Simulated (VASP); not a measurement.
# ZrTi3N4 (Pm-3m) in VASP: single point with PBE

Aim: the single point of ZrTi3N4 with PBE.

All numbers are computed with VASP 6.6.1; they aren't measurements. Logs are shortened: lines on timing, memory, paths and dates and some standing lists are left out, and cuts for length are marked.

### 1 The cell of the first run

Symmetry: Pm-3m, No. 221, cubic system. Conventional cell: a = 4.356 Å, b = 4.356 Å, c = 4.356 Å, α = 90.00°, β = 90.00°, γ = 90.00°. Within 2.9 Å of Zr (site symmetry m-3m) lie 6 N at 2.18 Å. Ti (site symmetry 4/mmm) has 6 N at 2.18 Å within 2.9 Å. N (site symmetry 4/mmm) has 2 Zr at 2.18 Å and 4 Ti at 2.18 Å within 2.9 Å. N (site symmetry m-3m) has 6 Ti at 2.18 Å within 2.9 Å.

### 2 Single point, PBE

File POSCAR:

```
ZrTi3N4
1.0
    4.3562792000      0.0000000000      0.0000000000
    0.0000000000      4.3562792000      0.0000000000
    0.0000000000      0.0000000000      4.3562792000
Zr Ti N
1 3 4
Direct
    0.0000000000      0.0000000000      0.0000000000
    0.5000000000      0.5000000000      0.0000000000
    0.0000000000      0.5000000000      0.5000000000
    0.5000000000      0.0000000000      0.5000000000
    0.0000000000      0.0000000000      0.5000000000
    0.5000000000      0.0000000000      0.0000000000
    0.0000000000      0.5000000000      0.0000000000
    0.5000000000      0.5000000000      0.5000000000
```

File INCAR.step1:

```
SYSTEM = ZrTi3N4
PREC     = Accurate       ! precision mode
ENCUT    = 520            ! plane-wave cutoff, eV
EDIFF    = 1E-6           ! SCF threshold, eV
ISMEAR   = 0              ! smearing method
SIGMA    = 0.1            ! smearing width, eV
LREAL    = .FALSE.        ! projectors in reciprocal space
LASPH    = .TRUE.         ! aspherical terms in the spheres
NELM     = 80             ! most SCF steps
ALGO     = Normal         ! electronic algorithm
ISIF     = 2              ! what is computed and relaxed
LWAVE    = .FALSE.        ! write WAVECAR
LCHARG   = .TRUE.         ! write CHGCAR
LMAXMIX  = 4              ! l up to which the mixer works
GGA      = PE             ! functional
NBANDS   = 44             ! bands
```

File KPOINTS.step1:

```
Automatic mesh
0
G
  10 10 10
  0 0 0
```

File INCAR.step2:

```
SYSTEM = ZrTi3N4
PREC     = Accurate       ! precision mode
ENCUT    = 520            ! plane-wave cutoff, eV
EDIFF    = 1E-6           ! SCF threshold, eV
ISMEAR   = -5             ! smearing method
SIGMA    = 0.1            ! smearing width, eV
LREAL    = .FALSE.        ! projectors in reciprocal space
LASPH    = .TRUE.         ! aspherical terms in the spheres
NELM     = 80             ! most SCF steps
ALGO     = Normal         ! electronic algorithm
ISIF     = 2              ! what is computed and relaxed
LWAVE    = .FALSE.        ! write WAVECAR
LCHARG   = .FALSE.        ! write CHGCAR
LMAXMIX  = 4              ! l up to which the mixer works
GGA      = PE             ! functional
LORBIT   = 10             ! projections on sites
NBANDS   = 44             ! bands
NEDOS    = 1001           ! points of the DOS
ICHARG   = 11             ! starting density
```

File KPOINTS.step2:

```
Automatic mesh
0
G
  15 15 15
  0 0 0
```

Potentials or basis: VASP PAW PBE potentials, release 64 (Zr_sv, Ti_sv, N).

The run is started by

```sh
cat potpaw_PBE.64/Zr_sv/POTCAR potpaw_PBE.64/Ti_sv/POTCAR potpaw_PBE.64/N/POTCAR > POTCAR
cp INCAR.step1 INCAR
cp KPOINTS.step1 KPOINTS
mpirun -np 1 vasp_std > vasp.out
cp INCAR.step2 INCAR
cp KPOINTS.step2 KPOINTS
mpirun -np 1 vasp_std > vasp.out
```

OUTCAR:

```text
SYSTEM = ZrTi3N4
   PREC = Accurate
   ENCUT = 520
   EDIFF = 1E-6
   ISMEAR = -5
   LREAL = .FALSE.
   LASPH = .TRUE.
   NELM = 80
   ISIF = 2
   GGA = PE
   LORBIT = 10
   ICHARG = 11

 ion  position               nearest neighbor table
   1  0.000  0.000  0.000-   5 2.18   6 2.18   7 2.18   5 2.18   7 2.18   6 2.18   3 3.08   4 3.08
                             2 3.08   2 3.08   3 3.08   3 3.08   3 3.08   2 3.08   4 3.08   4 3.08
   2  0.500  0.500  0.000-   6 2.18   7 2.18   8 2.18   8 2.18   6 2.18   7 2.18   1 3.08   1 3.08
                             1 3.08   1 3.08
   3  0.000  0.500  0.500-   5 2.18   7 2.18   8 2.18   7 2.18   5 2.18   8 2.18   1 3.08   1 3.08
                             1 3.08   1 3.08
   4  0.500  0.000  0.500-   5 2.18   6 2.18   8 2.18   6 2.18   8 2.18   5 2.18   1 3.08   1 3.08
                             1 3.08   1 3.08
   5  0.000  0.000  0.500-   1 2.18   3 2.18   4 2.18   1 2.18   3 2.18   4 2.18
   6  0.500  0.000  0.000-   1 2.18   2 2.18   4 2.18   4 2.18   2 2.18   1 2.18
   7  0.000  0.500  0.000-   1 2.18   2 2.18   3 2.18   3 2.18   1 2.18   2 2.18
   8  0.500  0.500  0.500-   2 2.18   3 2.18   4 2.18   2 2.18   4 2.18   3 2.18

  LATTYP: Found a simple cubic cell.
 ALAT       =     4.3562792000

  Lattice vectors:

 A1 = (   4.3562792000,   0.0000000000,   0.0000000000)
 A2 = (   0.0000000000,   4.3562792000,   0.0000000000)
 A3 = (   0.0000000000,   0.0000000000,   4.3562792000)

Analysis of symmetry for initial positions (statically):
=====================================================================
 Subroutine PRICEL returns:
 Original cell was already a primitive cell.

 Routine SETGRP: Setting up the symmetry group for a
 simple cubic supercell.

 Subroutine GETGRP returns: Found 48 space group operations
 (whereof 48 operations were pure point group operations)
 out of a pool of 48 trial point group operations.

The static configuration has the point symmetry O_h .

Analysis of symmetry for dynamics (positions and initial velocities):
=====================================================================
 Subroutine PRICEL returns:
 Original cell was already a primitive cell.

 Routine SETGRP: Setting up the symmetry group for a
 simple cubic supercell.

 Subroutine GETGRP returns: Found 48 space group operations
 (whereof 48 operations were pure point group operations)
 out of a pool of 48 trial point group operations.

The dynamic configuration has the point symmetry O_h .

[... 129 lines left out ...]
   IALGO  =     38    algorithm
   IMIX   =      4    mixing-type and parameters
     AMIX     =   0.40;   BMIX     =  1.00
     AMIX_MAG =   1.60;   BMIX_MAG =  1.00
  volume/ion in A,a.u.               =      10.33        69.74
  Fermi-wavevector in a.u.,A,eV,Ry     =   1.533894  2.898640 32.012218  2.352832
  Thomas-Fermi vector in A             =   2.640898
   LORBIT       =     10    0 simple, 1 ext, 2 COOP (PROOUT), +10 PAW based schemes
   GGA     = PE    functional components
   LHFCALC =     F    Hartree Fock is set to
   AEXX    =    0.0000 exact exchange contribution
   IVDW    =     0    specifies the selected vdW correction
   LEPSILON=     F    determine dielectric tensor
   LRPA    =     F    only Hartree local field effects (RPA)
 non-spin polarized calculation
 Fermi weights with tetrahedron method with Bloechl corrections
  energy-cutoff  :      520.00
  volume of cell :       82.67
 maximum number of plane-waves:      2272

 number of electron      68.0000030 magnetization

 Free energy of the ion-electron system (eV)
  ---------------------------------------------------
  ext. energy  EPLUGINS =         0.00000000
  ---------------------------------------------------
  free energy    TOTEN  =       -78.77310768 eV

  energy without entropy =      -78.77310768  energy(sigma->0) =      -78.77310768

 E-fermi :  11.3295     XC(G=0): -12.7707

 val. band max:       11.3389636618   @ k =   0.2667   0.2667   0.0667
 cond. band min:      11.2811715662   @ k =   0.3333   0.2000   0.2000
 fundamental gap:     -0.0577920956
 Fermi energy:        11.3294552061

 k-point     1 :       0.0000    0.0000    0.0000
  band No.  band energies     occupation
      1     -46.5827      2.00000
      2     -46.5145      2.00000
      3     -46.5145      2.00000
      4     -37.6292      2.00000
      5     -22.9884      2.00000
      6     -22.9884      2.00000
[... 1117 lines left out ...]
     43      13.4949      0.00000
     44      13.9670      0.00000

 [... further k-points ...]

------------------------ aborting loop because EDIFF is reached ----------------------------------------

  FORCE on cell =-STRESS in cart. coord.  units (eV):
  Direction    XX          YY          ZZ          XY          YZ          ZX
  --------------------------------------------------------------------------------------
  -------------------------------------------------------------------------------------
  Total        0.0817231      0.0817231      0.0817231      0.0000000     -0.0000000      0.0000000
  in kB        1.5838285      1.5838285      1.5838285      0.0000000     -0.0000000      0.0000000
  external PRESSURE =       1.5838285 kB  Pullay stress =       0.0000000 kB

 VOLUME and BASIS-vectors are now :
 -----------------------------------------------------------------------------
  energy-cutoff  :      520.00
  volume of cell :       82.67
      direct lattice vectors                 reciprocal lattice vectors
     4.356279200  0.000000000  0.000000000     0.229553698  0.000000000  0.000000000
     0.000000000  4.356279200  0.000000000     0.000000000  0.229553698  0.000000000
     0.000000000  0.000000000  4.356279200     0.000000000  0.000000000  0.229553698

 POSITION                                       TOTAL-FORCE (eV/Angst)
 -----------------------------------------------------------------------------------
      0.00000      0.00000      0.00000         0.000000      0.000000      0.000000
      2.17814      2.17814      0.00000         0.000000      0.000000      0.000000
      0.00000      2.17814      2.17814         0.000000      0.000000      0.000000
      2.17814      0.00000      2.17814         0.000000      0.000000      0.000000
      0.00000      0.00000      2.17814         0.000000      0.000000      0.000000
      2.17814      0.00000      0.00000         0.000000      0.000000      0.000000
      0.00000      2.17814      0.00000         0.000000      0.000000      0.000000
      2.17814      2.17814      2.17814         0.000000      0.000000      0.000000
 -----------------------------------------------------------------------------------
    total drift:                                0.000000     -0.000000     -0.000000

  FREE ENERGIE OF THE ION-ELECTRON SYSTEM (eV)
  ---------------------------------------------------
  free  energy   TOTEN  =       -78.7731076848 eV

  energy  without entropy=      -78.7731076848  energy(sigma->0) =      -78.77310768

 total charge

# of ion       s       p       d       tot
------------------------------------------
    1        2.191   6.080   1.759  10.030
    2        2.167   6.190   1.924  10.281
    3        2.167   6.190   1.924  10.281
    4        2.167   6.190   1.924  10.281
    5        1.247   2.503   0.000   3.750
    6        1.247   2.503   0.000   3.750
    7        1.247   2.503   0.000   3.750
    8        1.241   2.460   0.000   3.701
--------------------------------------------------
tot         13.675  34.619   7.530  55.825
```

OUTCAR.step1:

```text
SYSTEM = ZrTi3N4
   PREC = Accurate
   ENCUT = 520
   EDIFF = 1E-6
   ISMEAR = 0
   LREAL = .FALSE.
   LASPH = .TRUE.
   NELM = 80
[... 1375 lines left out ...]
      2.17814      0.00000      0.00000         0.000000      0.000000      0.000000
      0.00000      2.17814      0.00000         0.000000      0.000000      0.000000
      2.17814      2.17814      2.17814         0.000000      0.000000      0.000000
 -----------------------------------------------------------------------------------
    total drift:                                0.000000     -0.000000     -0.000000

  FREE ENERGIE OF THE ION-ELECTRON SYSTEM (eV)
  ---------------------------------------------------
  free  energy   TOTEN  =       -78.7854464860 eV

  energy  without entropy=      -78.7674901356  energy(sigma->0) =      -78.77646831
```

It took 2.9 min on 1 thread of Intel Xeon 6975P-C (Granite Rapids), shared host; peak memory 0.44 GiB.

What came out:

| Item | Value |
| --- | --- |
| Valence electrons inside the program's atomic spheres | Zr 10.03; Ti 10.28; N 3.75, 3.70 (each value once) |

Levels at points of the mesh, in eV from the Fermi level:
| k point | band 31 | band 32 | band 33 | band 34 | band 35 | band 36 | band 37 | band 38 |
| --- | --- | --- | --- | --- | --- | --- | --- | --- |
| (0.00, 0.00, 0.00) | -2.80 | -2.80 | -2.16 | -2.16 | -2.16 | -0.54 | -0.54 | -0.54 |
